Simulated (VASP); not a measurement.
# MgS in VASP: notebook, part 2 of 2

VASP 6.6.1. Earlier steps stand in the parts before.

### Step 4. Single point, PBE

This run uses another cell than the first one: it holds 4 atoms, not 2.

INCAR reads:

```
  PREC = Accurate
  ENCUT = 520
  EDIFF = 1E-6
  ISMEAR = 0
  SIGMA = 0.1
  LREAL = False
  LASPH = True
  NELM = 100
  ALGO = Normal
  ISIF = 2
  LWAVE = False
  LCHARG = False
  GGA = PE
  NBANDS = 16
```

KPOINTS reads:

```
Automatic mesh
0
Gamma
  6 6 6
```

POSCAR reads:

```
MgS
1.0
    0.0003060886      2.8566099862      2.8325303957
    2.8571959764      2.8576852890     -0.0008087820
   -2.8598964749      5.7188108576     -2.8390258347
Mg S
2 2
Direct
   -0.0000046406      0.0007785546      1.0002428510
    0.5000469607      0.4989783685      0.5001053097
    0.3750841133      0.3758531882      0.8748176015
    0.8748735665      0.8743898887      0.3748342378
```

Potentials or basis: VASP PAW PBE potentials, release 64 (Mg, S).

The run is started by

```sh
$ cat potpaw_PBE.64/Mg/POTCAR potpaw_PBE.64/S/POTCAR > POTCAR
$ mpirun -np 1 vasp_std > vasp.out
```

OUTCAR:

```text
PREC = Accurate
   ENCUT = 520
   EDIFF = 1E-6
   ISMEAR = 0
   LREAL = False
   LASPH = True
   NELM = 100
   ISIF = 2
   GGA = PE

 ion  position               nearest neighbor table
   1  1.000  0.001  0.000-   4 2.47   3 2.47   3 2.47   3 2.47
   2  0.500  0.499  0.500-   4 2.47   4 2.47   3 2.47   4 2.47
   3  0.375  0.376  0.875-   1 2.47   1 2.47   2 2.47   1 2.47
   4  0.875  0.874  0.375-   1 2.47   2 2.47   2 2.47   2 2.47

  Warning from LATTYP: Got some problem with cell dimensions!
  Tried to take original basis but could not verify dimensions!
  LATTYP: Found a triclinic cell.
 ALAT       =     4.0228657882
 B/A-ratio  =     1.0001910020
 C/A-ratio  =     1.7390562251
 COS(alpha) =     0.0042749456
 COS(beta)  =     0.2946962434
 COS(gamma) =     0.4955705821

  Lattice vectors:

 A1 = (  -0.0003060886,  -2.8566099862,  -2.8325303957)
 A2 = (   2.8568898878,   0.0010753028,  -2.8333391777)
 A3 = (   2.8598964749,  -5.7188108576,   2.8390258347)

Analysis of symmetry for initial positions (statically):
=====================================================================
 Subroutine PRICEL returns:
 Original cell was already a primitive cell.

 Routine SETGRP: Setting up the symmetry group for a
 triclinic supercell.

 Subroutine GETGRP returns: Found  1 space group operations
 (whereof  1 operations were pure point group operations)
 out of a pool of  2 trial point group operations.

The static configuration has the point symmetry C_1 .

Analysis of symmetry for dynamics (positions and initial velocities):
=====================================================================
 Subroutine PRICEL returns:
 Original cell was already a primitive cell.

 Routine SETGRP: Setting up the symmetry group for a
 triclinic supercell.

 Subroutine GETGRP returns: Found  1 space group operations
 (whereof  1 operations were pure point group operations)
 out of a pool of  2 trial point group operations.
[... 120 lines left out ...]
   ISMEAR =     0;   SIGMA  =   0.10  broadening in eV -4-tet -1-fermi 0-gaus
   EFERMI_NEDOS =   21; number of points for ismear=-14 and -15
   IALGO  =     38    algorithm
   IMIX   =      4    mixing-type and parameters
     AMIX     =   0.40;   BMIX     =  1.00
     AMIX_MAG =   1.60;   BMIX_MAG =  1.00
  volume/ion in A,a.u.               =      23.15       156.24
  Fermi-wavevector in a.u.,A,eV,Ry     =   0.911797  1.723047 11.311536  0.831374
  Thomas-Fermi vector in A             =   2.036119
   LORBIT       =      0    0 simple, 1 ext, 2 COOP (PROOUT), +10 PAW based schemes
   GGA     = PE    functional components
   LHFCALC =     F    Hartree Fock is set to
   AEXX    =    0.0000 exact exchange contribution
   IVDW    =     0    specifies the selected vdW correction
   LEPSILON=     F    determine dielectric tensor
   LRPA    =     F    only Hartree local field effects (RPA)
 non-spin polarized calculation
 Gauss-broadening in eV      SIGMA  =   0.10
  energy-cutoff  :      520.00
  volume of cell :       92.61
 maximum number of plane-waves:      2518
 NGX is ok and might be reduce to    30

 number of electron      15.9999999 magnetization

 Free energy of the ion-electron system (eV)
  ---------------------------------------------------
  ext. energy  EPLUGINS =         0.00000000
  ---------------------------------------------------
  free energy    TOTEN  =       -16.94476384 eV

  energy without entropy =      -16.94476384  energy(sigma->0) =      -16.94476384

 E-fermi :   1.3925     XC(G=0):  -8.3122

 val. band max:        0.9536302154   @ k =   0.0000   0.0000   0.0000
 cond. band min:       4.2956856301   @ k =   0.0000   0.0000   0.0000
 fundamental gap:      3.3420554147
 Fermi energy:         1.3925345307

 k-point     1 :       0.0000    0.0000    0.0000
  band No.  band energies     occupation
      1     -10.2630      2.00000
      2      -9.6139      2.00000
      3      -2.1227      2.00000
      4       0.6019      2.00000
      5       0.6432      2.00000
      6       0.9288      2.00000
[... 433 lines left out ...]
      3      -1.8608      2.00000
      4      -1.6017      2.00000
      5      -0.4094      2.00000
      6       0.0404      2.00000
[... 8 lines left out ...]
     15      10.3076      0.00000
     16      11.2323      0.00000

 [... further k-points ...]
[... 5 lines left out ...]
  --------------------------------------------------------------------------------------
  -------------------------------------------------------------------------------------
  Total       -0.1673734     -0.1695289     -0.0654319      0.0036332      0.0180801     -0.0052166
  in kB       -2.8956602     -2.9329514     -1.1320110      0.0628570      0.3127963     -0.0902496
  external PRESSURE =      -2.3202075 kB  Pullay stress =       0.0000000 kB

 VOLUME and BASIS-vectors are now :
 -----------------------------------------------------------------------------
  energy-cutoff  :      520.00
  volume of cell :       92.61
      direct lattice vectors                 reciprocal lattice vectors
     0.000306089  2.856609986  2.832530396    -0.087556139  0.087616060  0.264689795
     2.857195976  2.857685289 -0.000808782     0.262489641  0.087463897 -0.088235800
    -2.859896475  5.718810858 -2.839025835    -0.087430596  0.087390685 -0.088124153

 POSITION                                       TOTAL-FORCE (eV/Angst)
 -----------------------------------------------------------------------------------
      0.00184      2.86021      2.83183         0.000681     -0.008710      0.006056
     -0.00442      5.71437     -0.00382         0.003869      0.001008     -0.001449
     -1.42789      7.14846     -1.42150        -0.001751      0.002494     -0.003946
      1.42658      7.14151      1.41323        -0.002798      0.005208     -0.000661
 -----------------------------------------------------------------------------------
    total drift:                                0.000009     -0.000015      0.000020

  FREE ENERGIE OF THE ION-ELECTRON SYSTEM (eV)
  ---------------------------------------------------
  free  energy   TOTEN  =       -16.9447638373 eV

  energy  without entropy=      -16.9447638373  energy(sigma->0) =      -16.94476384
```

OSZICAR:

```text
N       E                     dE             d eps       ncg     rms          rms(c)
DAV:   1     0.615963113238E+02    0.61596E+02   -0.60218E+03  3592   0.800E+02
DAV:   2    -0.119198838692E+02   -0.73516E+02   -0.66845E+02  5160   0.136E+02
DAV:   3    -0.179142434075E+02   -0.59944E+01   -0.59693E+01  4856   0.423E+01
DAV:   4    -0.179867259401E+02   -0.72483E-01   -0.72471E-01  4448   0.571E+00
DAV:   5    -0.179880647026E+02   -0.13388E-02   -0.13387E-02  4952   0.791E-01    0.566E+00
DAV:   6    -0.169972690055E+02    0.99080E+00   -0.15154E+00  3680   0.569E+00    0.434E+00
DAV:   7    -0.169296187819E+02    0.67650E-01   -0.36851E-01  4208   0.284E+00    0.326E+00
DAV:   8    -0.169469789823E+02   -0.17360E-01   -0.40371E-02  3744   0.139E+00    0.222E+00
DAV:   9    -0.169442697620E+02    0.27092E-02   -0.46795E-03  4152   0.473E-01    0.533E-01
DAV:  10    -0.169446896922E+02   -0.41993E-03   -0.18551E-03  4784   0.196E-01    0.895E-02
DAV:  11    -0.169447555498E+02   -0.65858E-04   -0.15404E-04  3944   0.682E-02    0.614E-02
DAV:  12    -0.169447631697E+02   -0.76199E-05   -0.20195E-05  4312   0.234E-02    0.281E-03
DAV:  13    -0.169447638373E+02   -0.66763E-06   -0.10354E-06  4248   0.531E-03
   1 F= -.16944764E+02 E0= -.16944764E+02  d E =-.166232E-11
```

stdout:

```text
POSCAR found type information on POSCAR MgS
 POSCAR found :  2 types and       4 ions
 scaLAPACK will be used
 LDA part: xc-table for (Slater+PW92), standard interpolation
 POSCAR, INCAR and KPOINTS ok, starting setup
 FFT: planning ... GRIDC
 FFT: planning ... GRID_SOFT
 FFT: planning ... GRID
 WAVECAR not read
 entering main loop
```

Wall time 73 s (1 thread of Intel Xeon 6975P-C (Granite Rapids), shared host); peak memory 0.31 GiB.

What came out:

```
Free energy            : -16.9448 eV
Pressure               : -0.2 GPa
Largest force          : 0.011 eV/Å
Band gap on the k mesh : 3.34 eV
```

Forces in eV/Å, atoms in the order of the input:
```
Mg   0.001 -0.009  0.006
Mg   0.004  0.001 -0.001
S   -0.002  0.002 -0.004
S   -0.003  0.005 -0.001
```

Levels at points of the mesh, in eV from the valence-band top:
| k point | band 6 | band 7 | band 8 | band 9 | band 10 | band 11 |
| --- | --- | --- | --- | --- | --- | --- |
| (0.00, 0.00, 0.00) | -0.02 | -0.02 | 0.00 | 3.34 | 5.03 | 7.56 |
| (0.50, 0.00, 0.00) | -1.29 | -0.73 | -0.73 | 5.17 | 5.17 | 6.87 |
| (0.00, 0.50, 0.00) | -1.30 | -0.69 | -0.69 | 5.19 | 5.20 | 6.89 |
| (0.50, 0.50, 0.00) | -1.00 | -0.36 | -0.32 | 3.89 | 5.02 | 5.63 |
| (0.00, 0.00, 0.50) | -0.19 | -0.17 | -0.16 | 4.86 | 4.86 | 7.68 |
| (0.50, 0.00, 0.50) | -1.05 | -0.36 | -0.32 | 3.87 | 5.02 | 5.56 |
| (0.00, 0.50, 0.50) | -1.00 | -0.36 | -0.31 | 3.89 | 5.03 | 5.62 |
| (0.50, 0.50, 0.50) | -1.30 | -0.70 | -0.69 | 5.19 | 5.19 | 6.89 |

A k mesh can miss the band edges.

### Step 5. Overview

| task | cell | k mesh | cutoff (eV) | smearing | gap on the mesh (eV) | pressure (GPa) |
| --- | --- | --- | --- | --- | --- | --- |
| relaxation of cell and atoms | relaxed from a = 4.007 Å, angles 60.0°, 2 atoms, atomic positions A | 8 × 8 × 8 | 600 | gaussian 0.02 eV | 3.38 | 0.0 |
| single point | a = 4.029, b = 4.029, c = 6.978 Å, angles 73.2, 73.2, 60.0°, 4 atoms, atomic positions B | 6 × 6 × 6 | 520 | gaussian 0.1 eV | 3.37 | -0.1 |
| single point | a = 4.023, b = 4.041, c = 6.996 Å, angles 73.2, 72.9, 59.9°, 4 atoms, atomic positions C | 6 × 6 × 6 | 520 | gaussian 0.1 eV | 3.34 | -0.2 |

Alike in all rows: level PBE; potentials or basis VASP PAW PBE potentials, release 64 (Mg, S); no spin polarisation.

Absolute energies hang on the potentials; compare differences alone.
